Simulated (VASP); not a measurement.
# B7Se (P-43m) in VASP: notebook

Runs on B7Se. Level: PBE. Tasks: single point, relaxation of cell and atoms.

Program: VASP 6.6.1. These are calculated values, not measurements. Logs are shortened: lines on timing, memory, paths and dates and some standing lists are left out, and cuts for length are marked.

### Step 1. The cell of the first run

Symmetry: P-43m, No. 215, cubic system. Conventional cell: a = 4.198 Å, b = 4.198 Å, c = 4.198 Å, α = 90.00°, β = 90.00°, γ = 90.00°. B (site symmetry 3m) has 3 B at 1.73 Å and 1 Se at 2.19 Å within 2.3 Å. Within 2.3 Å of B (site symmetry -42m) lie 4 B at 1.73 Å. Se (site symmetry -43m) has 4 B at 2.19 Å within 2.9 Å.

### Step 2. Single point, PBE

Input file INCAR:

```
PREC = Accurate
ENCUT = 520
EDIFF = 1E-6
ISMEAR = 0
SIGMA = 0.1
LREAL = F
LASPH = T
NELM = 100
ALGO = Normal
ISIF = 2
LWAVE = F
LCHARG = F
GGA = PE
NBANDS = 24
```

Input file KPOINTS:

```
regular mesh
0
Gamma
  10 10 10
```

Input file POSCAR:

```
B7Se
1.0
    4.1984327794      0.0000000000      0.0000000000
    0.0000000000      4.1984327794      0.0000000000
    0.0000000000      0.0000000000      4.1984327794
B Se
7 1
Direct
    0.3009790148      0.3009790148      0.3009790148
    0.0000000000      0.5000000000      0.5000000000
    0.5000000000      0.5000000000      0.0000000000
    0.5000000000      0.0000000000      0.5000000000
    0.6990209852      0.3009790148      0.6990209852
    0.6990209852      0.6990209852      0.3009790148
    0.3009790148      0.6990209852      0.6990209852
    0.0000000000      0.0000000000      0.0000000000
```

Potentials or basis: VASP PAW PBE potentials, release 64 (B, Se).

Run with:

```console
$ cat potpaw_PBE.64/B/POTCAR potpaw_PBE.64/Se/POTCAR > POTCAR
$ mpirun -np 1 vasp_std > vasp.out
```

OUTCAR:

```text
PREC = Accurate
   ENCUT = 520
   EDIFF = 1E-6
   ISMEAR = 0
   LREAL = F
   LASPH = T
   NELM = 100
   ISIF = 2
   GGA = PE

 ion  position               nearest neighbor table
   1  0.301  0.301  0.301-   2 1.73   3 1.73   4 1.73   8 2.19
   2  0.000  0.500  0.500-   1 1.73   5 1.73   6 1.73   7 1.73
   3  0.500  0.500  0.000-   1 1.73   5 1.73   6 1.73   7 1.73
   4  0.500  0.000  0.500-   1 1.73   5 1.73   6 1.73   7 1.73
   5  0.699  0.301  0.699-   2 1.73   3 1.73   4 1.73   8 2.19
   6  0.699  0.699  0.301-   2 1.73   3 1.73   4 1.73   8 2.19
   7  0.301  0.699  0.699-   2 1.73   3 1.73   4 1.73   8 2.19
   8  0.000  0.000  0.000-   1 2.19   5 2.19   6 2.19   7 2.19

  LATTYP: Found a simple cubic cell.
 ALAT       =     4.1984327794

  Lattice vectors:

 A1 = (   4.1984327794,   0.0000000000,   0.0000000000)
 A2 = (   0.0000000000,   4.1984327794,   0.0000000000)
 A3 = (   0.0000000000,   0.0000000000,   4.1984327794)

Analysis of symmetry for initial positions (statically):
=====================================================================
 Subroutine PRICEL returns:
 Original cell was already a primitive cell.

 Routine SETGRP: Setting up the symmetry group for a
 simple cubic supercell.

 Subroutine GETGRP returns: Found 24 space group operations
 (whereof 24 operations were pure point group operations)
 out of a pool of 48 trial point group operations.

The static configuration has the point symmetry T_d .

Analysis of symmetry for dynamics (positions and initial velocities):
=====================================================================
 Subroutine PRICEL returns:
 Original cell was already a primitive cell.

 Routine SETGRP: Setting up the symmetry group for a
 simple cubic supercell.

 Subroutine GETGRP returns: Found 24 space group operations
 (whereof 24 operations were pure point group operations)
 out of a pool of 48 trial point group operations.

The dynamic configuration has the point symmetry T_d .

 Subroutine INISYM returns: Found 24 space group operations
 (whereof 24 operations are pure point group operations),
 and found     1 'primitive' translations

----------------------------------------------------------------------------------------

                                     Primitive cell

  volume of cell :      74.0051

  direct lattice vectors                    reciprocal lattice vectors
     4.198432779  0.000000000  0.000000000     0.238184116  0.000000000  0.000000000
     0.000000000  4.198432779  0.000000000     0.000000000  0.238184116  0.000000000
     0.000000000  0.000000000  4.198432779     0.000000000  0.000000000  0.238184116

  length of vectors
     4.198432779  4.198432779  4.198432779     0.238184116  0.238184116  0.238184116

  position of ions in fractional coordinates (direct lattice)
     0.300979015  0.300979015  0.300979015
     0.000000000  0.500000000  0.500000000
     0.500000000  0.500000000  0.000000000
     0.500000000  0.000000000  0.500000000
     0.699020985  0.300979015  0.699020985
     0.699020985  0.699020985  0.300979015
     0.300979015  0.699020985  0.699020985
     0.000000000  0.000000000  0.000000000

  ion indices of the primitive-cell ions
   primitive index   ion index
                 1           1
                 2           2
                 3           3
                 4           4
                 5           5
                 6           6
                 7           7
                 8           8

----------------------------------------------------------------------------------------

 KPOINTS: regular mesh

Automatic generation of k-mesh.
 Grid dimensions read from file:
 generate k-points for:   10   10   10

 Generating k-lattice:

  Cartesian coordinates                     Fractional coordinates (reciprocal lattice)
     0.023818412  0.000000000  0.000000000     0.100000000  0.000000000  0.000000000
     0.000000000  0.023818412  0.000000000     0.000000000  0.100000000  0.000000000
     0.000000000  0.000000000  0.023818412     0.000000000  0.000000000  0.100000000

  Length of vectors
     0.023818412  0.023818412  0.023818412

  Shift w.r.t. Gamma in fractional coordinates (k-lattice)
     0.000000000  0.000000000  0.000000000

 Subroutine IBZKPT returns following result:
 ===========================================

 Found     56 irreducible k-points:

 Following reciprocal coordinates:
            Coordinates               Weight
  0.000000  0.000000  0.000000      1.000000
  0.100000  0.000000  0.000000      6.000000
  0.200000  0.000000  0.000000      6.000000
  0.300000  0.000000  0.000000      6.000000
  0.400000  0.000000  0.000000      6.000000
  0.500000  0.000000  0.000000      3.000000
[... 16 lines left out ...]
  0.200000  0.100000  0.100000     24.000000
  0.300000  0.100000  0.100000     24.000000
 [... further k-points ...]
   k-points           NKPTS =     56   k-points in BZ     NKDIM =     56   number of bands    NBANDS=     24
   number of dos      NEDOS =    301   number of ions     NIONS =      8
   total plane-waves  NPLWV =  32768
   dimension x,y,z NGX =    32 NGY =   32 NGZ =   32
   dimension x,y,z NGXF=    64 NGYF=   64 NGZF=   64
   ions per type =               7   1
   NGX,Y,Z   is equivalent  to a cutoff of  12.67, 12.67, 12.67 a.u.
   NGXF,Y,Z  is equivalent  to a cutoff of  25.34, 25.34, 25.34 a.u.
 SYSTEM =  unknown system
   PREC   = accura    normal or accurate (medium, high low for compatibility)
   ISTART =      0    job   : 0-new  1-cont  2-samecut
   ICHARG =      2    charge: 1-file 2-atom 10-const
   ISPIN  =      1    spin polarized calculation?
   LNONCOLLINEAR =      F non collinear calculations
   LSORBIT =      F    spin-orbit coupling
   LASPH  =      T    aspherical Exc in radial PAW
   ENCUT  =  520.0 eV  38.22 Ry    6.18 a.u.   7.81  7.81  7.81*2*pi/ulx,y,z
   NELM   =    100;   NELMIN=  2; NELMDL= -5     # of ELM steps
   EDIFF  = 0.1E-05   stopping-criterion for ELM
   LREAL  =      F    real-space projection
   EDIFFG = 0.1E-04   stopping-criterion for IOM
   NSW    =      0    number of steps for IOM
   IBRION =     -1    ionic relax: 0-MD 1-quasi-New 2-CG
   NFREE  =      0    steps in history (QN), initial steepest desc. (CG)
   ISIF   =      2    stress and relaxation
   ISYM   =      2    0-nonsym 1-usesym 2-fastsym
   POTIM  = 0.5000    time-step for ionic-motion
   TEBEG  =    0.0;   TEEND  =   0.0 temperature during run
   PSTRESS=    0.0 pullay stress
   NELECT =      27.0000    total number of electrons
   NUPDOWN=      -1.0000    fix difference up-down
   EMIN   =  10.00;   EMAX   =-10.00  energy-range for DOS
   EFERMI =   0.00;   METHOD = LEGACY
   ISMEAR =     0;   SIGMA  =   0.10  broadening in eV -4-tet -1-fermi 0-gaus
   EFERMI_NEDOS =   21; number of points for ismear=-14 and -15
   IALGO  =     38    algorithm
   IMIX   =      4    mixing-type and parameters
     AMIX     =   0.40;   BMIX     =  1.00
     AMIX_MAG =   1.60;   BMIX_MAG =  1.00
  volume/ion in A,a.u.               =       9.25        62.43
  Fermi-wavevector in a.u.,A,eV,Ry     =   1.169793  2.210588 18.618414  1.368415
  Thomas-Fermi vector in A             =   2.306260
   LORBIT       =      0    0 simple, 1 ext, 2 COOP (PROOUT), +10 PAW based schemes
   GGA     = PE    functional components
   LHFCALC =     F    Hartree Fock is set to
   AEXX    =    0.0000 exact exchange contribution
   IVDW    =     0    specifies the selected vdW correction
   LEPSILON=     F    determine dielectric tensor
   LRPA    =     F    only Hartree local field effects (RPA)
 non-spin polarized calculation
 Gauss-broadening in eV      SIGMA  =   0.10
  energy-cutoff  :      520.00
  volume of cell :       74.01
 maximum number of plane-waves:      2008
 NGX is ok and might be reduce to    32
   NGX = 15   NGY = 15   NGZ = 15

 number of electron      26.9999999 magnetization

 Free energy of the ion-electron system (eV)
  ---------------------------------------------------
  ext. energy  EPLUGINS =         0.00000000
  ---------------------------------------------------
  free energy    TOTEN  =       -45.53218243 eV

  energy without entropy =      -45.52464128  energy(sigma->0) =      -45.52841185

 E-fermi :   5.0999     XC(G=0): -11.2445

 val. band max:        5.0281282423   @ k =   0.4000   0.3000   0.1000
 cond. band min:       5.1070943018   @ k =   0.4000   0.4000   0.3000
 fundamental gap:      0.0789660596
 Fermi energy:         5.0999310170

 k-point     1 :       0.0000    0.0000    0.0000
  band No.  band energies     occupation
      1     -10.3914      2.00000
      2      -5.5975      2.00000
      3      -2.1621      2.00000
      4      -2.1621      2.00000
      5      -2.1621      2.00000
      6      -1.5331      2.00000
[... 16 lines left out ...]
     23      11.9351      0.00000
     24      11.9351      0.00000

 k-point     2 :       0.1000    0.0000    0.0000
  band No.  band energies     occupation
      1     -10.3434      2.00000
      2      -5.7066      2.00000
      3      -2.6879      2.00000
      4      -2.1077      2.00000
      5      -2.1077      2.00000
      6      -1.4949      2.00000
[... 16 lines left out ...]
     23      11.8597      0.00000
     24      12.3369      0.00000

 k-point     3 :       0.2000    0.0000    0.0000
  band No.  band energies     occupation
      1     -10.2070      2.00000
      2      -6.0322      2.00000
      3      -3.1120      2.00000
      4      -1.9503      2.00000
      5      -1.9503      2.00000
      6      -1.3883      2.00000
[... 16 lines left out ...]
     23      12.5707      0.00000
     24      13.2343      0.00000
[... 514 lines left out ...]
 k-point    23 :       0.2000    0.1000    0.1000
  band No.  band energies     occupation
      1     -10.1163      2.00000
      2      -6.0680      2.00000
      3      -3.4342      2.00000
      4      -2.7517      2.00000
      5      -1.3899      2.00000
      6      -0.5303      2.00000
[... 16 lines left out ...]
     23      13.0002      0.00000
     24      13.2156      0.00000

 k-point    24 :       0.3000    0.1000    0.1000
  band No.  band energies     occupation
      1      -9.9254      2.00000
      2      -6.4302      2.00000
      3      -3.6242      2.00000
      4      -2.4964      2.00000
      5      -1.3876      2.00000
      6      -0.5672      2.00000
[... 16 lines left out ...]
     23      13.8366      0.00000
     24      14.1161      0.00000

 [... further k-points ...]
[... 5 lines left out ...]
  --------------------------------------------------------------------------------------
  -------------------------------------------------------------------------------------
  Total        0.0111014      0.0111014      0.0111014      0.0000000     -0.0000000      0.0000000
  in kB        0.2403414      0.2403414      0.2403414      0.0000000     -0.0000000      0.0000000
  external PRESSURE =       0.2403414 kB  Pullay stress =       0.0000000 kB

 VOLUME and BASIS-vectors are now :
 -----------------------------------------------------------------------------
  energy-cutoff  :      520.00
  volume of cell :       74.01
      direct lattice vectors                 reciprocal lattice vectors
     4.198432779  0.000000000  0.000000000     0.238184116  0.000000000  0.000000000
     0.000000000  4.198432779  0.000000000     0.000000000  0.238184116  0.000000000
     0.000000000  0.000000000  4.198432779     0.000000000  0.000000000  0.238184116

 POSITION                                       TOTAL-FORCE (eV/Angst)
 -----------------------------------------------------------------------------------
      1.26364      1.26364      1.26364         0.005266      0.005266      0.005266
      0.00000      2.09922      2.09922         0.000000     -0.000000     -0.000000
      2.09922      2.09922      0.00000         0.000000     -0.000000     -0.000000
      2.09922      0.00000      2.09922         0.000000     -0.000000     -0.000000
      2.93479      1.26364      2.93479        -0.005266      0.005266     -0.005266
      2.93479      2.93479      1.26364        -0.005266     -0.005266      0.005266
      1.26364      2.93479      2.93479         0.005266     -0.005266     -0.005266
      0.00000      0.00000      0.00000         0.000000     -0.000000     -0.000000
 -----------------------------------------------------------------------------------
    total drift:                               -0.000000     -0.000000      0.000000

  FREE ENERGIE OF THE ION-ELECTRON SYSTEM (eV)
  ---------------------------------------------------
  free  energy   TOTEN  =       -45.5321824273 eV

  energy  without entropy=      -45.5246412751  energy(sigma->0) =      -45.52841185
```

It took 62 s on 1 thread of Intel Xeon Platinum 8259CL at 2.50GHz (Skylake/Cascade Lake), shared host; peak memory 0.22 GiB.

Results:

```yaml
Free_energy: -45.5322 eV
Pressure: 0.0 GPa
Largest_force: 0.009 eV/Å
```

Forces on the atoms (eV/Å):
```
B    0.005  0.005  0.005
B    0.000  0.000  0.000
B    0.000  0.000  0.000
B    0.000  0.000  0.000
B   -0.005  0.005 -0.005
B   -0.005 -0.005  0.005
B    0.005 -0.005 -0.005
Se   0.000  0.000  0.000
```

Levels at points of the mesh, in eV from the Fermi level:
| k point | band 11 | band 12 | band 13 | band 14 | band 15 | band 16 |
| --- | --- | --- | --- | --- | --- | --- |
| (0.00, 0.00, 0.00) | -1.35 | -1.35 | -1.35 | 0.11 | 2.64 | 2.64 |
| (0.50, 0.00, 0.00) | -1.79 | -0.72 | -0.72 | -0.31 | 0.17 | 0.17 |
| (0.50, 0.50, 0.00) | -2.49 | -2.49 | -1.19 | 0.94 | 0.94 | 1.54 |
| (0.50, 0.50, 0.50) | 1.09 | 1.09 | 1.09 | 1.62 | 1.62 | 1.62 |

### Step 3. Relaxation of cell and atoms, PBE

This run uses another cell than the first one, of 9.29 Å³/atom, 1.004 times its volume.

Input file INCAR:

```
PREC     = Accurate       # precision mode
ENCUT    = 600            # plane-wave cutoff, eV
EDIFF    = 1E-6           # SCF threshold, eV
ISMEAR   = 0              # smearing method
SIGMA    = 0.1            # smearing width, eV
LREAL    = F              # projectors in reciprocal space
LASPH    = T              # aspherical terms in the spheres
NELM     = 100            # most SCF steps
ALGO     = Normal         # electronic algorithm
ISIF     = 3              # what is computed and relaxed
LWAVE    = F              # write WAVECAR
LCHARG   = F              # write CHGCAR
GGA      = PE             # functional
IBRION   = 2              # ionic algorithm
NSW      = 100            # ionic steps
EDIFFG   = -0.01          # ionic threshold
```

KPOINTS is that of step 2.

Input file POSCAR:

```
B7Se
1.0
    4.2040554775      0.0000000000      0.0000000000
    0.0000000000      4.2040554775      0.0000000000
    0.0000000000      0.0000000000      4.2040554775
B Se
7 1
Direct
    0.2985270949      0.2985270949      0.2985270949
    0.0000000000      0.5000000000      0.5000000000
    0.5000000000      0.5000000000      0.0000000000
    0.5000000000      0.0000000000      0.5000000000
    0.7014729051      0.2985270949      0.7014729051
    0.7014729051      0.7014729051      0.2985270949
    0.2985270949      0.7014729051      0.7014729051
    0.0000000000      0.0000000000      0.0000000000
```

Potentials or basis: VASP PAW PBE potentials, release 64 (B, Se).

Run with:

```console
$ cat potpaw_PBE.64/B/POTCAR potpaw_PBE.64/Se/POTCAR > POTCAR
$ mpirun -np 1 vasp_std > vasp.out
```

It took 2.8 min on 1 thread of Intel Xeon Platinum 8259CL at 2.50GHz (Skylake/Cascade Lake), shared host; peak memory 0.26 GiB.

Results (log left out):

| Item | Value |
| --- | --- |
| Free energy | -45.5376 eV |
| Relaxed volume | 9.26 Å³/atom |
| Relaxed cell | a = 4.199 Å, b = 4.199 Å, c = 4.199 Å, α = 90.00°, β = 90.00°, γ = 90.00° |
| Space group after relaxing (to 0.05 Å) | P-43m (No. 215) |
| Energy gained by relaxing | 0.7 meV/atom |
| Ionic steps | 4 |
| Pressure after relaxing | -0.1 GPa |
| Largest force after relaxing | 0.005 eV/Å |

Forces on the atoms (eV/Å):
```
B   -0.003 -0.003 -0.003
B    0.000  0.000  0.000
B    0.000  0.000  0.000
B    0.000  0.000  0.000
B    0.003 -0.003  0.003
B    0.003  0.003 -0.003
B   -0.003  0.003  0.003
Se   0.000  0.000  0.000
```

Step by step:
| step | energy change (eV) | largest force (eV/Å) | pressure (GPa) | volume (Å³) |
| --- | --- | --- | --- | --- |
| 1 | 0.0000 | 0.1371 | -0.48 | 74.30 |
| 2 | -0.0034 | 0.0918 | 0.11 | 74.00 |
| 3 | -0.0045 | 0.0477 | 0.69 | 73.72 |
| 4 | -0.0056 | 0.0055 | -0.10 | 74.04 |

Final structure:
```
B Se
1.0
     4.19916    0.00000    0.00000
     0.00000    4.19916    0.00000
     0.00000    0.00000    4.19916
B Se
7 1
Direct
  0.30125 0.30125 0.30125
  0.00000 0.50000 0.50000
  0.50000 0.50000 0.00000
  0.50000 0.00000 0.50000
  0.69875 0.30125 0.69875
  0.69875 0.69875 0.30125
  0.30125 0.69875 0.69875
  0.00000 0.00000 0.00000
```

Levels at points of the mesh, in eV from the Fermi level:
```tsv
k point	band 9	band 10	band 11	band 12	band 13	band 14	band 15	band 16	band 17	band 18
(0.00, 0.00, 0.00)	-3.22	-3.22	-1.35	-1.35	-1.35	0.08	2.63	2.63	2.63	4.76
(0.50, 0.00, 0.00)	-4.67	-2.81	-1.80	-0.73	-0.73	-0.31	0.17	0.17	3.46	5.66
(0.50, 0.50, 0.00)	-4.23	-4.13	-2.49	-2.49	-1.21	0.95	0.95	1.55	3.82	6.82
(0.50, 0.50, 0.50)	-1.04	-1.04	1.09	1.09	1.09	1.62	1.62	1.62	3.65	5.88
```
